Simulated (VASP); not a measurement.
# SnO2 (P2/c) in VASP: single point with PBE+D3(BJ)

Aim: the single point of SnO2 with PBE+D3(BJ).

Everything below comes from runs of VASP 6.6.1. Logs are shortened: lines on timing, memory, paths and dates and some standing lists are left out, and cuts for length are marked.

## 1. The cell of the first run

Symmetry: P2/c, No. 13, monoclinic system. The conventional cell has a = 4.681 Å, b = 3.237 Å, c = 5.607 Å, α = 90.00°, β = 113.53°, γ = 90.00°. Within 2.7 Å of Sn (site symmetry 2) lie 6 O at 2.06 to 2.17 Å. Within 3.4 Å of O (site symmetry 1) lie 4 Sn at 2.06 to 3.31 Å and 12 O at 2.65 to 3.30 Å.

## 2. Single point, PBE+D3(BJ) (atoms displaced along a vibrational mode)

The input, INCAR:

```
SYSTEM = SnO2
  ALGO = Normal
  EDIFF = 1E-6
  ENCUT = 520
  GGA = PE
  ISIF = 2
  ISMEAR = 0
  IVDW = 12
  LASPH = .TRUE.
  LCHARG = .FALSE.
  LREAL = .FALSE.
  LWAVE = .FALSE.
  NBANDS = 35
  NELM = 100
  PREC = Accurate
  SIGMA = 0.05
```

The input, KPOINTS:

```
k-points
0
G
  8 6 6
  0 0 0
```

The input, POSCAR:

```
SnO2
1.0
    1.6186264610     -2.8035432689      0.0000000000
    1.6186264610      0.9345144230      4.2918257460
   -4.8558793830     -2.8035432689      0.0000000000
Sn O
2 4
Direct
    0.5420109282      0.5000000000      0.0000000000
   -0.0420109282      0.5000000000      0.5000000000
    0.4800750937      0.7308000579      0.7436000193
    1.0199249063      0.7308000579      0.2436000193
    0.4800750937      0.2691999421      0.2563999807
    1.0199249063      0.2691999421      0.7563999807
```

Potentials or basis: VASP PAW PBE potentials, release 64 (Sn_d, O).

Started as:

```bash
> cat potpaw_PBE.64/Sn_d/POTCAR potpaw_PBE.64/O/POTCAR > POTCAR
> mpirun -np 1 vasp_std > vasp.out
```

OUTCAR:

```text
SYSTEM = SnO2
   EDIFF = 1E-6
   ENCUT = 520
   GGA = PE
   ISIF = 2
   ISMEAR = 0
   IVDW = 12
   LASPH = .TRUE.
   LREAL = .FALSE.
   NELM = 100
   PREC = Accurate
 IVDW          = 12

 ion  position               nearest neighbor table
   1  0.542  0.500  0.000-   4 2.06   6 2.06   3 2.12   5 2.12   6 2.17   4 2.17   2 3.11   2 3.11
                             2 3.38   2 3.38
   2  0.958  0.500  0.500-   5 2.06   3 2.06   6 2.12   4 2.12   3 2.17   5 2.17   1 3.11   1 3.11
                             1 3.38   1 3.38
   3  0.480  0.731  0.744-   2 2.06   1 2.12   2 2.17
   4  0.020  0.731  0.244-   1 2.06   2 2.12   1 2.17
   5  0.480  0.269  0.256-   2 2.06   1 2.12   2 2.17
   6  0.020  0.269  0.756-   1 2.06   2 2.12   1 2.17

  LATTYP: Found a simple monoclinic cell.
 ALAT       =     4.6811363002
 B/A-ratio  =     0.6915528014
 C/A-ratio  =     1.1978045881
 COS(beta)  =    -0.3992681960

  Lattice vectors:

 A1 = (   1.6186264610,   0.9345144230,   4.2918257460)
 A2 = (  -1.6186264610,   2.8035432689,   0.0000000000)
 A3 = (  -4.8558793830,  -2.8035432689,   0.0000000000)

Analysis of symmetry for initial positions (statically):
=====================================================================
 Subroutine PRICEL returns:
 Original cell was already a primitive cell.

 Routine SETGRP: Setting up the symmetry group for a
 simple monoclinic supercell.

 Subroutine GETGRP returns: Found  4 space group operations
 (whereof  2 operations were pure point group operations)
 out of a pool of  4 trial point group operations.

The static configuration has the point symmetry C_2 .
 The point group associated with its full space group is C_2h.

Analysis of symmetry for dynamics (positions and initial velocities):
=====================================================================
 Subroutine PRICEL returns:
 Original cell was already a primitive cell.

 Routine SETGRP: Setting up the symmetry group for a
 simple monoclinic supercell.

 Subroutine GETGRP returns: Found  4 space group operations
 (whereof  2 operations were pure point group operations)
 out of a pool of  4 trial point group operations.

The dynamic configuration has the point symmetry C_2 .
 The point group associated with its full space group is C_2h.

[... 104 lines left out ...]
   ENCUT  =  520.0 eV  38.22 Ry    6.18 a.u.   6.02  8.70 10.43*2*pi/ulx,y,z
   NELM   =    100;   NELMIN=  2; NELMDL= -5     # of ELM steps
   EDIFF  = 0.1E-05   stopping-criterion for ELM
   LREAL  =      F    real-space projection
   EDIFFG = 0.1E-04   stopping-criterion for IOM
   NSW    =      0    number of steps for IOM
   IBRION =     -1    ionic relax: 0-MD 1-quasi-New 2-CG
   NFREE  =      0    steps in history (QN), initial steepest desc. (CG)
   ISIF   =      2    stress and relaxation
   ISYM   =      2    0-nonsym 1-usesym 2-fastsym
   POTIM  = 0.5000    time-step for ionic-motion
   TEBEG  =    0.0;   TEEND  =   0.0 temperature during run
   PSTRESS=    0.0 pullay stress
   NELECT =      52.0000    total number of electrons
   NUPDOWN=      -1.0000    fix difference up-down
   EMIN   =  10.00;   EMAX   =-10.00  energy-range for DOS
   EFERMI =   0.00;   METHOD = LEGACY
   ISMEAR =     0;   SIGMA  =   0.05  broadening in eV -4-tet -1-fermi 0-gaus
   EFERMI_NEDOS =   21; number of points for ismear=-14 and -15
   IALGO  =     38    algorithm
   IMIX   =      4    mixing-type and parameters
     AMIX     =   0.40;   BMIX     =  1.00
     AMIX_MAG =   1.60;   BMIX_MAG =  1.00
  volume/ion in A,a.u.               =      12.98        87.62
  Fermi-wavevector in a.u.,A,eV,Ry     =   1.430729  2.703685 27.850916  2.046985
  Thomas-Fermi vector in A             =   2.550542
   LORBIT       =      0    0 simple, 1 ext, 2 COOP (PROOUT), +10 PAW based schemes
   GGA     = PE    functional components
   LHFCALC =     F    Hartree Fock is set to
   AEXX    =    0.0000 exact exchange contribution
   IVDW    =    12    specifies the selected vdW correction
   LEPSILON=     F    determine dielectric tensor
   LRPA    =     F    only Hartree local field effects (RPA)
 non-spin polarized calculation
 Gauss-broadening in eV      SIGMA  =   0.05
  energy-cutoff  :      520.00
  volume of cell :       77.90
 maximum number of plane-waves:      2118
   NGX = 13   NGY = 17   NGZ = 21

 number of electron      51.9999999 magnetization

 Free energy of the ion-electron system (eV)
  ---------------------------------------------------
  ext. energy  EPLUGINS =         0.00000000
  ---------------------------------------------------
  free energy    TOTEN  =       -36.10606595 eV

  energy without entropy =      -36.10606595  energy(sigma->0) =      -36.10606595

 E-fermi :   5.2198     XC(G=0): -10.7337

 val. band max:        4.9225525016   @ k =   0.0000   0.0000   0.0000
 cond. band min:       6.3637951842   @ k =   0.0000   0.0000   0.0000
 fundamental gap:      1.4412426826
 Fermi energy:         5.2197788508

 k-point     1 :       0.0000    0.0000    0.0000
  band No.  band energies     occupation
      1     -15.9411      2.00000
      2     -15.4046      2.00000
      3     -15.1737      2.00000
      4     -15.1700      2.00000
      5     -15.1222      2.00000
      6     -15.0912      2.00000
[... 901 lines left out ...]
     34      17.0322      0.00000
     35      17.2116      0.00000

 [... further k-points ...]

------------------------ aborting loop because EDIFF is reached ----------------------------------------

 Edisp (eV)   -1.20649

 E8    (eV) :    -0.4798

  FORCE on cell =-STRESS in cart. coord.  units (eV):
  Direction    XX          YY          ZZ          XY          YZ          ZX
  --------------------------------------------------------------------------------------
  -------------------------------------------------------------------------------------
  Total       0.83197     0.59717     0.43681     0.20334    -0.21258    -0.36821
  in kB      17.11041    12.28158     8.98352     4.18189    -4.37207    -7.57264
  external pressure =       12.79 kB  Pullay stress =        0.00 kB

 VOLUME and BASIS-vectors are now :
 -----------------------------------------------------------------------------
  energy-cutoff  :      520.00
  volume of cell :       77.90
      direct lattice vectors                 reciprocal lattice vectors
     1.618626461 -2.803543269  0.000000000     0.154451942 -0.267518611  0.000000000
     1.618626461  0.934514423  4.291825746     0.000000000  0.000000000  0.233001072
    -4.855879383 -2.803543269  0.000000000    -0.154451942 -0.089172870  0.077667024

 POSITION                                       TOTAL-FORCE (eV/Angst)
 -----------------------------------------------------------------------------------
      1.68663     -1.05229      2.14591        -0.788050      1.364942      0.000000
     -0.06800     -3.62028      2.14591         0.788050     -1.364942      0.000000
     -1.65088     -2.74768      3.13647        -0.059483     -0.119322      0.122822
      0.03225     -0.05586      3.13647        -0.133077      0.008147      0.122822
     -0.03225     -1.81317      1.15536         0.133077     -0.008147     -0.122822
     -3.20500     -1.92489      1.15536         0.059483      0.119322     -0.122822
 -----------------------------------------------------------------------------------
    total drift:                                0.000000     -0.000000     -0.000000

  FREE ENERGIE OF THE ION-ELECTRON SYSTEM (eV)
  ---------------------------------------------------
  free  energy   TOTEN  =       -37.3125581215 eV

  energy  without entropy=      -37.3125581215  energy(sigma->0) =      -37.31255812
```

stdout:

```text
POSCAR found type information on POSCAR SnO
 POSCAR found :  2 types and       6 ions
 scaLAPACK will be used
 LDA part: xc-table for (Slater+PW92), standard interpolation
 POSCAR, INCAR and KPOINTS ok, starting setup
 FFT: planning ... GRIDC
 FFT: planning ... GRID_SOFT
 FFT: planning ... GRID
 WAVECAR not read
 entering main loop
```

It took 2.5 min on 1 thread of Intel Xeon Platinum 8488C (Sapphire Rapids), shared host; peak memory 0.34 GiB.

What came out:

| Property | Result |
| --- | --- |
| Free energy | -37.3126 eV |
| Pressure | 1.3 GPa |
| Largest force | 1.576 eV/Å |
| Band gap on the k mesh | 1.44 eV |
| Dispersion energy per atom | -0.201 eV |

Forces in eV/Å, atoms in the order of the input:
```
Sn  -0.788  1.365  0.000
Sn   0.788 -1.365  0.000
O   -0.059 -0.119  0.123
O   -0.133  0.008  0.123
O    0.133 -0.008 -0.123
O    0.059  0.119 -0.123
```

Stress tensor (GPa, compression positive):
```
 1.71  0.42 -0.76
 0.42  1.23 -0.44
-0.76 -0.44  0.90
```

Caveat: the cell differs from its parent crystal (atoms displaced along a vibrational mode); spin-orbit coupling is left out, which moves the levels of the heavy elements; forces of over 1 eV/Å act on the atoms, so gaps and moduli don't describe the material at rest.
